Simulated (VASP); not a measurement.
# SrVO3 (Pm-3m) in VASP: single point with PBE

Aim: the single point of SrVO3 with PBE.

Program: VASP 6.6.1. These are calculated values, not measurements. Logs are shortened: lines on timing, memory, paths and dates and some standing lists are left out, and cuts for length are marked.

### 1 The cell of the first run

It takes space group Pm-3m (No. 221, cubic). Conventional cell: a = 3.841 Å, b = 3.841 Å, c = 3.841 Å, α = 90.00°, β = 90.00°, γ = 90.00°. Within 3.6 Å of Sr (site symmetry m-3m) lie 12 O at 2.72 Å and 8 V at 3.33 Å. V (site symmetry m-3m) has 6 O at 1.92 Å within 2.5 Å. O (site symmetry 4/mmm) has 2 V at 1.92 Å within 2.5 Å.

### 2 Single point, PBE, collinear spin, ferromagnetic start

INCAR reads:

```
SYSTEM = SrVO3
ALGO = Normal
EDIFF = 1E-6
ENCUT = 520
GGA = PE
ISIF = 2
ISMEAR = 1
ISPIN = 2
LASPH = .True.
LCHARG = .True.
LELF = .True.
LMAXMIX = 4
LORBIT = 11
LREAL = .False.
LVHAR = .True.
LWAVE = .False.
MAGMOM = 0 1.5 0 0 0
NBANDS = 32
NELM = 150
PREC = Accurate
SIGMA = 0.15
```

KPOINTS reads:

```
k-points
0
Gamma
  6 6 6
  0 0 0
```

POSCAR reads:

```
SrVO3
1.0
    3.8409000000      0.0000000000      0.0000000000
    0.0000000000      3.8409000000      0.0000000000
    0.0000000000      0.0000000000      3.8409000000
Sr V O
1 1 3
Direct
    0.5000000000      0.5000000000      0.5000000000
    0.0000000000      0.0000000000      0.0000000000
    0.5000000000      0.0000000000      0.0000000000
    0.0000000000      0.5000000000      0.0000000000
    0.0000000000      0.0000000000      0.5000000000
```

Potentials or basis: VASP PAW PBE potentials, release 64 (Sr_sv, V_sv, O).

Launch:

```console
$ cat potpaw_PBE.64/Sr_sv/POTCAR potpaw_PBE.64/V_sv/POTCAR potpaw_PBE.64/O/POTCAR > POTCAR
$ mpirun -np 1 vasp_std > vasp.out
```

OUTCAR:

```text
SYSTEM = SrVO3
   EDIFF = 1E-6
   ENCUT = 520
   GGA = PE
   ISIF = 2
   ISMEAR = 1
   ISPIN = 2
   LASPH = .True.
   LORBIT = 11
   LREAL = .False.
   NELM = 150
   PREC = Accurate

 ion  position               nearest neighbor table
   1  0.500  0.500  0.500-   3 2.72   4 2.72   5 2.72   3 2.72   4 2.72   3 2.72   5 2.72   3 2.72
                             4 2.72   5 2.72   4 2.72   5 2.72   2 3.33   2 3.33   2 3.33   2 3.33
   2  0.000  0.000  0.000-   3 1.92   4 1.92   5 1.92   5 1.92   4 1.92   3 1.92   1 3.33   1 3.33
                             1 3.33   1 3.33   1 3.33   1 3.33   1 3.33   1 3.33
   3  0.500  0.000  0.000-   2 1.92   2 1.92   1 2.72   1 2.72   1 2.72   1 2.72
   4  0.000  0.500  0.000-   2 1.92   2 1.92   1 2.72   1 2.72   1 2.72   1 2.72
   5  0.000  0.000  0.500-   2 1.92   2 1.92   1 2.72   1 2.72   1 2.72   1 2.72

  LATTYP: Found a simple cubic cell.
 ALAT       =     3.8409000000

  Lattice vectors:

 A1 = (   3.8409000000,   0.0000000000,   0.0000000000)
 A2 = (   0.0000000000,   3.8409000000,   0.0000000000)
 A3 = (   0.0000000000,   0.0000000000,   3.8409000000)

Analysis of symmetry for initial positions (statically):
=====================================================================
 Subroutine PRICEL returns:
 Original cell was already a primitive cell.

 Routine SETGRP: Setting up the symmetry group for a
 simple cubic supercell.

 Subroutine GETGRP returns: Found 48 space group operations
 (whereof 48 operations were pure point group operations)
 out of a pool of 48 trial point group operations.

The static configuration has the point symmetry O_h .

Analysis of symmetry for dynamics (positions and initial velocities):
=====================================================================
 Subroutine PRICEL returns:
 Original cell was already a primitive cell.

 Routine SETGRP: Setting up the symmetry group for a
 simple cubic supercell.

 Subroutine GETGRP returns: Found 48 space group operations
 (whereof 48 operations were pure point group operations)
 out of a pool of 48 trial point group operations.

The dynamic configuration has the point symmetry O_h .

Analysis of structural, dynamic, and magnetic symmetry:
=====================================================================
 Subroutine PRICEL returns:
 Original cell was already a primitive cell.

 Routine SETGRP: Setting up the symmetry group for a
 simple cubic supercell.

 Subroutine GETGRP returns: Found 48 space group operations
 (whereof 48 operations were pure point group operations)
 out of a pool of 48 trial point group operations.

The overall configuration has the point symmetry O_h .

 Subroutine INISYM returns: Found 48 space group operations
 (whereof 48 operations are pure point group operations),
 and found     1 'primitive' translations

----------------------------------------------------------------------------------------

                                     Primitive cell

  volume of cell :      56.6629

  direct lattice vectors                    reciprocal lattice vectors
     3.840900000  0.000000000  0.000000000     0.260355646  0.000000000  0.000000000
     0.000000000  3.840900000  0.000000000     0.000000000  0.260355646  0.000000000
     0.000000000  0.000000000  3.840900000     0.000000000  0.000000000  0.260355646

  length of vectors
     3.840900000  3.840900000  3.840900000     0.260355646  0.260355646  0.260355646

  position of ions in fractional coordinates (direct lattice)
     0.500000000  0.500000000  0.500000000
     0.000000000  0.000000000  0.000000000
     0.500000000  0.000000000  0.000000000
     0.000000000  0.500000000  0.000000000
     0.000000000  0.000000000  0.500000000

  ion indices of the primitive-cell ions
   primitive index   ion index
                 1           1
                 2           2
                 3           3
                 4           4
                 5           5

----------------------------------------------------------------------------------------

 KPOINTS: k-points

[... 24 lines left out ...]
  0.000000  0.000000  0.000000      1.000000
  0.166667  0.000000  0.000000      6.000000
  0.333333  0.000000  0.000000      6.000000
  0.500000  0.000000  0.000000      3.000000
  0.166667  0.166667  0.000000     12.000000
  0.333333  0.166667  0.000000     24.000000
[... 12 lines left out ...]
  0.500000  0.500000  0.333333      6.000000
  0.500000  0.500000  0.500000      1.000000
   k-points           NKPTS =     20   k-points in BZ     NKDIM =     20   number of bands    NBANDS=     32
   number of dos      NEDOS =    301   number of ions     NIONS =      5
   total plane-waves  NPLWV =  27000
   dimension x,y,z NGX =    30 NGY =   30 NGZ =   30
   dimension x,y,z NGXF=    60 NGYF=   60 NGZF=   60
   ions per type =               1   1   3
   NGX,Y,Z   is equivalent  to a cutoff of  12.98, 12.98, 12.98 a.u.
   NGXF,Y,Z  is equivalent  to a cutoff of  25.97, 25.97, 25.97 a.u.
 SYSTEM =  SrVO3
   PREC   = accura    normal or accurate (medium, high low for compatibility)
   ISTART =      0    job   : 0-new  1-cont  2-samecut
   ICHARG =      2    charge: 1-file 2-atom 10-const
   ISPIN  =      2    spin polarized calculation?
   LNONCOLLINEAR =      F non collinear calculations
   LSORBIT =      F    spin-orbit coupling
   LASPH  =      T    aspherical Exc in radial PAW
   ENCUT  =  520.0 eV  38.22 Ry    6.18 a.u.   7.14  7.14  7.14*2*pi/ulx,y,z
   NELM   =    150;   NELMIN=  2; NELMDL= -5     # of ELM steps
   EDIFF  = 0.1E-05   stopping-criterion for ELM
   LREAL  =      F    real-space projection
   EDIFFG = 0.1E-04   stopping-criterion for IOM
   NSW    =      0    number of steps for IOM
   IBRION =     -1    ionic relax: 0-MD 1-quasi-New 2-CG
   NFREE  =      0    steps in history (QN), initial steepest desc. (CG)
   ISIF   =      2    stress and relaxation
   ISYM   =      2    0-nonsym 1-usesym 2-fastsym
   POTIM  = 0.5000    time-step for ionic-motion
   TEBEG  =    0.0;   TEEND  =   0.0 temperature during run
   PSTRESS=    0.0 pullay stress
   NELECT =      41.0000    total number of electrons
   NUPDOWN=      -1.0000    fix difference up-down
   EMIN   =  10.00;   EMAX   =-10.00  energy-range for DOS
   EFERMI =   0.00;   METHOD = LEGACY
   ISMEAR =     1;   SIGMA  =   0.15  broadening in eV -4-tet -1-fermi 0-gaus
   EFERMI_NEDOS =   21; number of points for ismear=-14 and -15
   IALGO  =     38    algorithm
   IMIX   =      4    mixing-type and parameters
     AMIX     =   0.40;   BMIX     =  1.00
     AMIX_MAG =   1.60;   BMIX_MAG =  1.00
  volume/ion in A,a.u.               =      11.33        76.48
  Fermi-wavevector in a.u.,A,eV,Ry     =   1.469726  2.777380 29.389880  2.160095
  Thomas-Fermi vector in A             =   2.585069
   LORBIT       =     11    0 simple, 1 ext, 2 COOP (PROOUT), +10 PAW based schemes
   GGA     = PE    functional components
   LHFCALC =     F    Hartree Fock is set to
   AEXX    =    0.0000 exact exchange contribution
   IVDW    =     0    specifies the selected vdW correction
   LEPSILON=     F    determine dielectric tensor
   LRPA    =     F    only Hartree local field effects (RPA)
 spin polarized calculation
 Methfessel and Paxton  Order N= 1 SIGMA  =   0.15
  energy-cutoff  :      520.00
  volume of cell :       56.66
 maximum number of plane-waves:      1568
 NGX is ok and might be reduce to    30
   NGX = 15   NGY = 15   NGZ = 15

 number of electron      41.0000017 magnetization       0.5169660

 Free energy of the ion-electron system (eV)
  ---------------------------------------------------
  ext. energy  EPLUGINS =         0.00000000
  ---------------------------------------------------
  free energy    TOTEN  =       -39.26097820 eV

  energy without entropy =      -39.25916286  energy(sigma->0) =      -39.26037308

 E-fermi :   6.2642     XC(G=0): -11.5735

 val. band max:        6.2348294273   @ k =   0.1667   0.0000   0.0000
 cond. band min:       6.2798414758   @ k =   0.3333   0.1667   0.0000
 fundamental gap:      0.0450120485
 Fermi energy:         6.2642125027

 spin component 1

 k-point     1 :       0.0000    0.0000    0.0000
  band No.  band energies     occupation
      1     -59.8156      1.00000
      2     -33.6467      1.00000
      3     -33.6467      1.00000
      4     -33.6467      1.00000
      5     -28.2549      1.00000
      6     -13.4677      1.00000
[... 689 lines left out ...]
     31      15.0974      0.00000
     32      19.3187      0.00000
 Fermi energy:         6.2642125027

 spin component 2

 k-point     1 :       0.0000    0.0000    0.0000
  band No.  band energies     occupation
      1     -59.2933      1.00000
      2     -33.1336      1.00000
      3     -33.1336      1.00000
      4     -33.1336      1.00000
      5     -28.2544      1.00000
      6     -13.4589      1.00000
[... 689 lines left out ...]
     31      15.1253      0.00000
     32      19.3229      0.00000

------------------------ aborting loop because EDIFF is reached ----------------------------------------

  FORCE on cell =-STRESS in cart. coord.  units (eV):
  Direction    XX          YY          ZZ          XY          YZ          ZX
  --------------------------------------------------------------------------------------
  -------------------------------------------------------------------------------------
  Total        1.3256182      1.3256182      1.3256182      0.0000000      0.0000000      0.0000000
  in kB       37.4826285     37.4826285     37.4826285      0.0000000      0.0000000      0.0000000
  external PRESSURE =      37.4826285 kB  Pullay stress =       0.0000000 kB

 VOLUME and BASIS-vectors are now :
 -----------------------------------------------------------------------------
  energy-cutoff  :      520.00
  volume of cell :       56.66
      direct lattice vectors                 reciprocal lattice vectors
     3.840900000  0.000000000  0.000000000     0.260355646  0.000000000  0.000000000
     0.000000000  3.840900000  0.000000000     0.000000000  0.260355646  0.000000000
     0.000000000  0.000000000  3.840900000     0.000000000  0.000000000  0.260355646

 POSITION                                       TOTAL-FORCE (eV/Angst)
 -----------------------------------------------------------------------------------
      1.92045      1.92045      1.92045         0.000000      0.000000      0.000000
      0.00000      0.00000      0.00000         0.000000      0.000000      0.000000
      1.92045      0.00000      0.00000         0.000000      0.000000      0.000000
      0.00000      1.92045      0.00000         0.000000      0.000000      0.000000
      0.00000      0.00000      1.92045         0.000000      0.000000      0.000000
 -----------------------------------------------------------------------------------
    total drift:                               -0.000000     -0.000000      0.000000

  FREE ENERGIE OF THE ION-ELECTRON SYSTEM (eV)
  ---------------------------------------------------
  free  energy   TOTEN  =       -39.2609781982 eV

  energy  without entropy=      -39.2591628552  energy(sigma->0) =      -39.26037308

 total charge

# of ion       s       p       d       tot
------------------------------------------
    1        2.000   5.803   0.219   8.022
    2        2.285   6.350   2.953  11.588
    3        1.564   3.484   0.000   5.048
    4        1.564   3.484   0.000   5.048
    5        1.564   3.484   0.000   5.048
--------------------------------------------------
tot          8.978  22.605   3.172  34.755

 magnetization (x)

# of ion       s       p       d       tot
------------------------------------------
    1       -0.000  -0.000   0.001   0.001
    2        0.004   0.004   0.487   0.494
    3       -0.000  -0.006   0.000  -0.007
    4       -0.000  -0.006   0.000  -0.007
    5       -0.000  -0.006   0.000  -0.007
--------------------------------------------------
tot          0.002  -0.014   0.488   0.476
```

Wall time 1.8 min (1 thread of AMD EPYC 7R43 (Zen 3), shared host); peak memory 0.19 GiB.

Results:

- Free energy: -39.2610 eV
- Pressure: 3.7 GPa
- Net moment: 0.52 μB per cell
- Site moments: Sr +0.00; V +0.49; O -0.01 μB
- Valence electrons inside the program's atomic spheres: Sr 8.02; V 11.59; O 5.05

Levels at points of the mesh, in eV from the Fermi level:
Spin up:
| k point | band 18 | band 19 | band 20 | band 21 | band 22 | band 23 |
| --- | --- | --- | --- | --- | --- | --- |
| (0.00, 0.00, 0.00) | -2.37 | -2.37 | -2.37 | -1.19 | -1.19 | -1.19 |
| (0.50, 0.00, 0.00) | -4.07 | -2.82 | -2.82 | -1.08 | 0.78 | 0.78 |
| (0.50, 0.50, 0.00) | -3.59 | -3.59 | -2.08 | 0.74 | 0.74 | 1.08 |
| (0.50, 0.50, 0.50) | -1.98 | -1.98 | -1.98 | 1.32 | 1.32 | 1.32 |
Spin down:
```
           k point  band 17  band 18  band 19  band 20  band 21  band 22  band 23  band 24
(0.00, 0.00, 0.00)    -3.21    -2.38    -2.38    -2.38    -0.63    -0.63    -0.63     1.46
(0.50, 0.00, 0.00)    -4.46    -4.07    -2.82    -2.82    -0.49     1.26     1.26     1.48
(0.50, 0.50, 0.00)    -4.06    -3.58    -3.58    -2.08     1.25     1.25     1.63     2.48
(0.50, 0.50, 0.50)    -5.82    -1.99    -1.99    -1.99     1.85     1.85     1.85     5.27
```

Caveat: semilocal functionals often make such compounds metallic where correlation or magnetic order opens a gap, which also shifts bond lengths. With open d or f shells a metallic result of PBE can be an artefact of self-interaction; +U or a hybrid may open a gap.
